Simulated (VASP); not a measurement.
# ZnCd3O (P4mm) in VASP: further runs

Runs on ZnCd3O. Level: PBE. Tasks: single point, relaxation of cell and atoms.

All numbers are computed with VASP 6.6.1; they aren't measurements. Logs are shortened: lines on timing, memory, paths and dates and some standing lists are left out, and cuts for length are marked.

## Step 1: The cell of the first run

It takes space group P4mm (No. 99, tetragonal). The conventional cell has a = 4.132 Å, b = 4.132 Å, c = 5.317 Å, α = 90.00°, β = 90.00°, γ = 90.00°. Within 3.9 Å of Zn (site symmetry 4mm) lie 12 Cd at 3.00 to 3.46 Å and 4 O at 3.30 Å. Cd (site symmetry 2mm) has 2 O at 2.30 Å and 6 Cd at 2.92 to 2.96 Å within 3.0 Å. Cd (site symmetry 4mm) has 1 O at 2.19 Å within 2.9 Å. Within 2.9 Å of O (site symmetry 4mm) lie 5 Cd at 2.19 to 2.30 Å.

## Step 2: Single point, PBE

INCAR reads:

```
PREC = Accurate
ENCUT = 520
EDIFF = 1E-6
ISMEAR = 0
SIGMA = 0.1
LREAL = False
LASPH = True
NELM = 60
ALGO = Normal
ISIF = 2
LWAVE = False
LCHARG = True
GGA = PE
LELF = True
LVHAR = True
NBANDS = 35
```

KPOINTS reads:

```
regular mesh
0
Gamma
  4 4 4
```

POSCAR reads:

```
ZnCd3O
1.0
    4.1322612500      0.0000000000      0.0000000000
    0.0000000000      4.1322612500      0.0000000000
    0.0000000000      0.0000000000      5.3174407000
Zn Cd O
1 3 1
Direct
    0.0000000000      0.0000000000      0.9921142500
    0.0000000000      0.5000000000      0.5147183500
    0.5000000000      0.5000000000      0.1158523300
    0.5000000000      0.0000000000      0.5147183500
    0.5000000000      0.5000000000      0.7044957900
```

Potentials or basis: VASP PAW PBE potentials, release 64 (Zn, Cd, O).

Launch:

```
$ cat potpaw_PBE.64/Zn/POTCAR potpaw_PBE.64/Cd/POTCAR potpaw_PBE.64/O/POTCAR > POTCAR
$ mpirun -np 1 vasp_std > vasp.out
```

OUTCAR:

```text
PREC = Accurate
   ENCUT = 520
   EDIFF = 1E-6
   ISMEAR = 0
   LREAL = False
   LASPH = True
   NELM = 60
   ISIF = 2
   GGA = PE

 ion  position               nearest neighbor table
   1  0.000  0.000  0.992-   3 3.00   3 3.00   3 3.00   3 3.00   2 3.27   4 3.27   4 3.27   2 3.27

   2  0.000  0.500  0.515-   5 2.30   5 2.30   4 2.92   4 2.92   4 2.92   4 2.92   3 2.96   3 2.96
                             1 3.27   1 3.27
   3  0.500  0.500  0.116-   5 2.19   4 2.96   2 2.96   4 2.96   2 2.96   1 3.00   1 3.00   1 3.00
                             1 3.00
   4  0.500  0.000  0.515-   5 2.30   5 2.30   2 2.92   2 2.92   2 2.92   2 2.92   3 2.96   3 2.96
                             1 3.27   1 3.27
   5  0.500  0.500  0.704-   3 2.19   2 2.30   4 2.30   4 2.30   2 2.30

  LATTYP: Found a simple tetragonal cell.
 ALAT       =     4.1322612500
 C/A-ratio  =     1.2868113554

  Lattice vectors:

 A1 = (   4.1322612500,   0.0000000000,   0.0000000000)
 A2 = (   0.0000000000,   4.1322612500,   0.0000000000)
 A3 = (   0.0000000000,   0.0000000000,   5.3174407000)

Analysis of symmetry for initial positions (statically):
=====================================================================
 Subroutine PRICEL returns:
 Original cell was already a primitive cell.

 Routine SETGRP: Setting up the symmetry group for a
 simple tetragonal supercell.

 Subroutine GETGRP returns: Found  8 space group operations
 (whereof  8 operations were pure point group operations)
 out of a pool of 16 trial point group operations.

The static configuration has the point symmetry C_4v.

Analysis of symmetry for dynamics (positions and initial velocities):
=====================================================================
 Subroutine PRICEL returns:
 Original cell was already a primitive cell.

 Routine SETGRP: Setting up the symmetry group for a
 simple tetragonal supercell.

 Subroutine GETGRP returns: Found  8 space group operations
 (whereof  8 operations were pure point group operations)
 out of a pool of 16 trial point group operations.

The dynamic configuration has the point symmetry C_4v.

 Subroutine INISYM returns: Found  8 space group operations
 (whereof  8 operations are pure point group operations),
 and found     1 'primitive' translations

----------------------------------------------------------------------------------------

                                     Primitive cell

  volume of cell :      90.7984

  direct lattice vectors                    reciprocal lattice vectors
     4.132261250  0.000000000  0.000000000     0.241998252  0.000000000  0.000000000
     0.000000000  4.132261250  0.000000000     0.000000000  0.241998252  0.000000000
     0.000000000  0.000000000  5.317440700     0.000000000  0.000000000  0.188060395

  length of vectors
     4.132261250  4.132261250  5.317440700     0.241998252  0.241998252  0.188060395

  position of ions in fractional coordinates (direct lattice)
     0.000000000  0.000000000  0.992114250
     0.000000000  0.500000000  0.514718350
     0.500000000  0.500000000  0.115852330
     0.500000000  0.000000000  0.514718350
     0.500000000  0.500000000  0.704495790

  ion indices of the primitive-cell ions
   primitive index   ion index
                 1           1
                 2           2
                 3           3
                 4           4
                 5           5

----------------------------------------------------------------------------------------

 KPOINTS: regular mesh

Automatic generation of k-mesh.
 Grid dimensions read from file:
 generate k-points for:    4    4    4

 Generating k-lattice:

  Cartesian coordinates                     Fractional coordinates (reciprocal lattice)
     0.060499563  0.000000000  0.000000000     0.250000000  0.000000000  0.000000000
     0.000000000  0.060499563  0.000000000     0.000000000  0.250000000  0.000000000
     0.000000000  0.000000000  0.047015099     0.000000000  0.000000000  0.250000000

  Length of vectors
     0.060499563  0.060499563  0.047015099

[... 53 lines left out ...]
     34       9.4945      0.00000
     35      11.5820      0.00000

 k-point     2 :       0.2500    0.0000    0.0000
  band No.  band energies     occupation
      1     -16.0212      2.00000
      2      -6.9738      2.00000
      3      -6.8622      2.00000
      4      -6.8549      2.00000
      5      -6.6625      2.00000
      6      -6.6389      2.00000
[... 27 lines left out ...]
     34       9.7778      0.00000
     35       9.8989      0.00000

 k-point     3 :       0.5000    0.0000    0.0000
  band No.  band energies     occupation
      1     -15.9753      2.00000
      2      -6.7696      2.00000
      3      -6.5229      2.00000
      4      -6.4550      2.00000
      5      -6.4479      2.00000
      6      -6.4089      2.00000
[... 27 lines left out ...]
     34       9.7399      0.00000
     35      10.8426      0.00000

 k-point     4 :       0.2500    0.2500    0.0000
  band No.  band energies     occupation
      1     -15.9784      2.00000
      2      -7.0513      2.00000
      3      -6.8307      2.00000
      4      -6.5945      2.00000
      5      -6.5594      2.00000
      6      -6.4084      2.00000
[... 27 lines left out ...]
     34       9.1161      0.00000
     35      10.9881      0.00000

 k-point     5 :       0.5000    0.2500    0.0000
  band No.  band energies     occupation
      1     -15.9352      2.00000
      2      -6.8511      2.00000
      3      -6.7650      2.00000
      4      -6.6534      2.00000
      5      -6.5668      2.00000
      6      -6.3892      2.00000
[... 410 lines left out ...]
 k-point    16 :       0.2500    0.2500    0.5000
  band No.  band energies     occupation
      1     -15.9469      2.00000
      2      -7.2128      2.00000
      3      -6.8646      2.00000
      4      -6.6123      2.00000
      5      -6.5136      2.00000
      6      -6.4270      2.00000
[... 27 lines left out ...]
     34      10.5840      0.00000
     35      11.4350      0.00000

 k-point    17 :       0.5000    0.2500    0.5000
  band No.  band energies     occupation
      1     -15.9075      2.00000
      2      -7.0033      2.00000
      3      -6.8552      2.00000
      4      -6.6565      2.00000
      5      -6.6018      2.00000
      6      -6.5136      2.00000
[... 27 lines left out ...]
     34      11.2669      0.00000
     35      11.3234      0.00000

 k-point    18 :       0.5000    0.5000    0.5000
  band No.  band energies     occupation
      1     -15.8709      2.00000
      2      -7.0561      2.00000
      3      -7.0561      2.00000
      4      -6.8141      2.00000
      5      -6.4943      2.00000
      6      -6.4943      2.00000
[... 27 lines left out ...]
     34      12.2382      0.00000
     35      12.2382      0.00000

------------------------ aborting loop because EDIFF is reached ----------------------------------------

  FORCE on cell =-STRESS in cart. coord.  units (eV):
  Direction    XX          YY          ZZ          XY          YZ          ZX
  --------------------------------------------------------------------------------------
  -------------------------------------------------------------------------------------
  Total        4.3679316      4.3679316      1.8231350      0.0000000      0.0000000      0.0000000
  in kB       77.0740564     77.0740564     32.1700108      0.0000000      0.0000000      0.0000000
  external PRESSURE =      62.1060412 kB  Pullay stress =       0.0000000 kB

 VOLUME and BASIS-vectors are now :
 -----------------------------------------------------------------------------
  energy-cutoff  :      520.00
  volume of cell :       90.80
      direct lattice vectors                 reciprocal lattice vectors
     4.132261250  0.000000000  0.000000000     0.241998252  0.000000000  0.000000000
     0.000000000  4.132261250  0.000000000     0.000000000  0.241998252  0.000000000
     0.000000000  0.000000000  5.317440700     0.000000000  0.000000000  0.188060395

 POSITION                                       TOTAL-FORCE (eV/Angst)
 -----------------------------------------------------------------------------------
      0.00000      0.00000      5.27551        -0.000000     -0.000000      0.330367
      0.00000      2.06613      2.73698        -0.000000     -0.000000     -0.253474
      2.06613      2.06613      0.61604         0.000000      0.000000     -0.330000
      2.06613      0.00000      2.73698        -0.000000     -0.000000     -0.253474
      2.06613      2.06613      3.74611        -0.000000     -0.000000      0.506581
 -----------------------------------------------------------------------------------
    total drift:                                0.000000      0.000000     -0.001820

  FREE ENERGIE OF THE ION-ELECTRON SYSTEM (eV)
  ---------------------------------------------------
  free  energy   TOTEN  =        -8.6625246420 eV

  energy  without entropy=       -8.6573269706  energy(sigma->0) =       -8.65992581
```

It took 95 s on 1 thread of AMD EPYC 7R13, shared host; peak memory 0.19 GiB.

Results:

```yaml
Free_energy: -8.6625 eV
Pressure: 6.2 GPa
Largest_force: 0.507 eV/Å
Band_gap_on_the_k_mesh: zero (band 27 reaches 4.85 eV, above the bottom of band 28 at 1.16 eV)
```

Forces in eV/Å, atoms in the order of the input:
```
Zn   0.000  0.000  0.330
Cd   0.000  0.000 -0.253
Cd   0.000  0.000 -0.330
Cd   0.000  0.000 -0.253
O    0.000  0.000  0.507
```

Levels at points of the mesh, in eV from the Fermi level:
| k point | band 23 | band 24 | band 25 | band 26 | band 27 | band 28 | band 29 | band 30 | band 31 | band 32 |
| --- | --- | --- | --- | --- | --- | --- | --- | --- | --- | --- |
| (0.00, 0.00, 0.00) | -4.36 | -3.84 | -3.84 | -1.25 | 0.53 | 2.31 | 2.31 | 3.12 | 4.08 | 5.95 |
| (0.50, 0.00, 0.00) | -4.66 | -3.99 | -3.29 | -2.57 | 0.37 | 1.77 | 2.12 | 3.06 | 3.81 | 5.46 |
| (0.50, 0.50, 0.00) | -4.81 | -4.52 | -3.14 | -1.34 | -0.78 | -0.78 | 1.67 | 3.18 | 3.18 | 3.45 |
| (0.00, 0.00, 0.50) | -4.32 | -3.44 | -3.44 | -2.08 | 2.29 | 2.29 | 3.51 | 3.58 | 4.61 | 4.78 |
| (0.50, 0.00, 0.50) | -5.42 | -4.17 | -3.07 | -1.39 | -0.88 | -0.56 | 4.91 | 5.04 | 5.29 | 5.58 |
| (0.50, 0.50, 0.50) | -4.44 | -4.44 | -2.06 | -1.78 | -1.78 | -1.40 | 0.48 | 2.29 | 2.29 | 3.65 |

Caveat: the k points lie up to 0.38 Å⁻¹ apart.

## Step 3: Single point, PBE

This run uses another cell than the first one, of 20.24 Å³/atom, 1.115 times its volume.

INCAR reads:

```
SYSTEM = ZnCd3O
ALGO     = Normal         ! electronic algorithm
EDIFF    = 1E-6           ! SCF threshold, eV
ENCUT    = 520            ! plane-wave cutoff, eV
GGA      = PE             ! functional
ISIF     = 2              ! what is computed and relaxed
ISMEAR   = 0              ! smearing method
LASPH    = .True.         ! aspherical terms in the spheres
LCHARG   = .False.        ! write CHGCAR
LREAL    = .False.        ! projectors in reciprocal space
LWAVE    = .False.        ! write WAVECAR
NBANDS   = 35             ! bands
NELM     = 100            ! most SCF steps
PREC     = Accurate       ! precision mode
SIGMA    = 0.1            ! smearing width, eV
```

KPOINTS reads:

```
k-points
0
Gamma
  4 4 4
  0 0 0
```

POSCAR reads:

```
ZnCd3O
1.0
    4.3001024720      0.0000000000      0.0000000000
    0.0000000000      4.3001024720      0.0000000000
    0.0000000000      0.0000000000      5.4735936585
Zn Cd O
1 3 1
Direct
    0.0000000000      0.0000000000      1.1311923523
    0.0000000000      0.5000000000      0.4875515141
    0.5000000000      0.5000000000      0.0671449374
    0.5000000000      0.0000000000      0.4875515141
    0.5000000000      0.5000000000      0.6684587521
```

Potentials or basis: VASP PAW PBE potentials, release 64 (Zn, Cd, O).

Launch:

```
$ cat potpaw_PBE.64/Zn/POTCAR potpaw_PBE.64/Cd/POTCAR potpaw_PBE.64/O/POTCAR > POTCAR
$ mpirun -np 1 vasp_std > vasp.out
```

It took 98 s on 1 thread of AMD EPYC 7R13, shared host; peak memory 0.2 GiB.

The run converged. Its results:

```yaml
Free_energy: -9.0283 eV
Pressure: 0.5 GPa
Largest_force: 0.074 eV/Å
Band_gap_on_the_k_mesh: zero (band 27 reaches 3.52 eV, above the bottom of band 28 at 0.68 eV)
```

Forces in eV/Å, atoms in the order of the input:
```
Zn   0.000  0.000  0.003
Cd   0.000  0.000 -0.005
Cd   0.000  0.000  0.074
Cd   0.000  0.000 -0.005
O    0.000  0.000 -0.068
```

Stress tensor (GPa, compression positive):
```
0.38 0.00 0.00
0.00 0.38 0.00
0.00 0.00 0.74
```

Levels at points of the mesh, in eV from the Fermi level:
```
           k point  band 25  band 26  band 27  band 28  band 29  band 30
(0.00, 0.00, 0.00)    -3.56    -0.20     0.71     1.75     1.75     2.40
(0.50, 0.00, 0.00)    -3.12    -2.77     0.42     1.76     2.87     3.17
(0.50, 0.50, 0.00)    -3.39    -1.43    -1.18    -1.18     1.55     3.37
(0.00, 0.00, 0.50)    -3.21    -2.23     1.56     1.56     2.74     2.78
(0.50, 0.00, 0.50)    -2.94    -1.57    -0.40    -0.05     3.68     4.41
(0.50, 0.50, 0.50)    -2.93    -2.10    -2.10    -0.37     0.29     2.54
```

Caveat: the k points lie up to 0.37 Å⁻¹ apart.

## Step 4: Relaxation of cell and atoms, PBE

INCAR reads:

```
SYSTEM = ZnCd3O
  PREC = Accurate
  ENCUT = 600
  EDIFF = 1E-6
  ISMEAR = 0
  SIGMA = 0.1
  LREAL = .False.
  LASPH = .True.
  NELM = 100
  ALGO = Normal
  ISIF = 3
  LWAVE = .False.
  LCHARG = .False.
  GGA = PE
  IBRION = 2
  NSW = 90
  EDIFFG = -0.04
```

KPOINTS reads:

```
regular mesh
0
Gamma
  4 4 4
  0 0 0
```

POSCAR reads:

```
ZnCd3O
1.0
    4.1322612500      0.0000000000      0.0000000000
    0.0000000000      4.1322612500      0.0000000000
    0.0000000000      0.0000000000      5.3174407000
Zn Cd O
1 3 1
Direct
    0.0000000000      0.0000000000      0.9921142500
    0.0000000000      0.5000000000      0.5147183500
    0.5000000000      0.5000000000      0.1158523300
    0.5000000000      0.0000000000      0.5147183500
    0.5000000000      0.5000000000      0.7044957900
```

Launch:

```
$ cat potpaw_PBE.64/Zn/POTCAR potpaw_PBE.64/Cd/POTCAR potpaw_PBE.64/O/POTCAR > POTCAR
$ mpirun -np 1 vasp_std > vasp.out
```

Run time: 39 min. Hardware: 1 thread of AMD EPYC 7R13, shared host; peak memory 0.24 GiB.

The run converged. Its results:

```
Free energy                            : -9.0226 eV
Relaxed volume                         : 20.44 Å³/atom
Relaxed cell                           : a = 4.308 Å, b = 4.308 Å, c = 5.507 Å, α = 90.00°, β = 90.00°, γ = 90.00°
Space group after relaxing (to 0.05 Å) : P4mm (No. 99)
Energy gained by relaxing              : 71.8 meV/atom
Ionic steps                            : 32
Pressure after relaxing                : 0.0 GPa
Largest force after relaxing           : 0.024 eV/Å
Band gap on the k mesh                 : zero (band 27 reaches 3.46 eV, above the bottom of band 28 at 0.62 eV)
```

Forces on the atoms (eV/Å):
```
Zn   0.000  0.000 -0.001
Cd   0.000  0.000 -0.006
Cd   0.000  0.000 -0.011
Cd   0.000  0.000 -0.006
O    0.000  0.000  0.024
```

Step by step:
```csv
step,energy change (eV),largest force (eV/Å),pressure (GPa),volume (Å³)
1,0.0000,0.5047,6.09,90.80
2,-0.1813,0.2653,-0.69,100.15
3,-0.1817,0.2675,-0.45,99.67
4,-0.1949,0.2662,-0.14,99.26
5,-0.2012,0.4301,0.31,98.75
6,-0.2104,0.3666,0.26,98.80
7,-0.2296,0.2536,0.11,98.95
8,-0.2236,0.5243,-0.05,99.17
9,-0.2344,0.2688,0.01,99.06
10,-0.2429,0.2538,-0.05,99.13
11,-0.2633,0.2062,-0.14,99.34
12,-0.2806,0.2147,-0.16,99.76
13,-0.2964,0.1182,0.53,98.90
14,-0.3004,0.3315,1.20,98.18
15,-0.3045,0.3223,1.20,98.28
16,-0.3156,0.3018,1.11,98.57
17,-0.3312,0.2941,1.01,99.10
18,-0.3266,0.4353,1.08,100.02
19,-0.3357,0.3663,1.01,99.51
20,-0.3438,0.2277,0.43,100.40
21,-0.3465,0.1354,-0.07,101.21
22,-0.3466,0.1373,-0.12,101.33
23,-0.3480,0.1306,-0.09,101.30
24,-0.3513,0.1097,0.01,101.21
25,-0.3541,0.0709,0.22,101.02
26,-0.3553,0.0678,-0.08,101.67
27,-0.3554,0.0681,-0.19,101.90
28,-0.3565,0.0536,-0.11,101.94
29,-0.3582,0.0734,0.06,102.03
30,-0.3589,0.0601,-0.07,102.30
31,-0.3590,0.0405,-0.02,102.25
32,-0.3592,0.0240,0.00,102.22
```

Final structure:
```yaml
crystal:
  lattice:
    - [4.30836, 0.00000, 0.00000]
    - [0.00000, 4.30836, 0.00000]
    - [0.00000, 0.00000, 5.50710]
  atoms:
    - { symbol: Zn, position: [0.00000, 0.00000, 0.13547] }
    - { symbol: Cd, position: [0.00000, 0.50000, 0.48698] }
    - { symbol: Cd, position: [0.50000, 0.50000, 0.06608] }
    - { symbol: Cd, position: [0.50000, 0.00000, 0.48698] }
    - { symbol: O, position: [0.50000, 0.50000, 0.66638] }
```

Levels at points of the mesh, in eV from the Fermi level:
| k point | band 24 | band 25 | band 26 | band 27 | band 28 | band 29 | band 30 | band 31 |
| --- | --- | --- | --- | --- | --- | --- | --- | --- |
| (0.00, 0.00, 0.00) | -3.54 | -3.54 | -0.24 | 0.70 | 1.73 | 1.73 | 2.35 | 2.43 |
| (0.50, 0.00, 0.00) | -3.73 | -3.11 | -2.78 | 0.40 | 1.71 | 2.88 | 3.15 | 3.78 |
| (0.50, 0.50, 0.00) | -4.07 | -3.39 | -1.44 | -1.19 | -1.19 | 1.51 | 3.34 | 3.34 |
| (0.00, 0.00, 0.50) | -3.26 | -3.19 | -2.24 | 1.55 | 1.55 | 2.70 | 2.74 | 4.40 |
| (0.50, 0.00, 0.50) | -4.02 | -2.95 | -1.59 | -0.42 | -0.04 | 3.63 | 4.37 | 4.52 |
| (0.50, 0.50, 0.50) | -4.09 | -2.96 | -2.08 | -2.08 | -0.32 | 0.25 | 2.53 | 2.53 |

Caveat: the k points lie up to 0.36 Å⁻¹ apart in the final cell.

## Step 5: Summary

| task | cell | cutoff (eV) | gap on the mesh (eV) | pressure (GPa) | largest force (eV/Å) |
| --- | --- | --- | --- | --- | --- |
| single point | a = 4.132, b = 4.132, c = 5.317 Å, 5 atoms | 520 | none | 6.2 | 0.51 |
| single point | a = 4.300, b = 4.300, c = 5.474 Å, 5 atoms | 520 | none | 0.5 | 0.07 |
| relaxation of cell and atoms | relaxed from a = 4.132, b = 4.132, c = 5.317 Å, 5 atoms | 600 | none | 0.0 | 0.02 |

Alike in all rows: level PBE; potentials or basis VASP PAW PBE potentials, release 64 (Zn, Cd, O); no spin polarisation; k mesh 4 × 4 × 4; smearing gaussian 0.1 eV.

Caveats: all runs use coarse meshes.

Absolute energies hang on the potentials; compare differences alone.
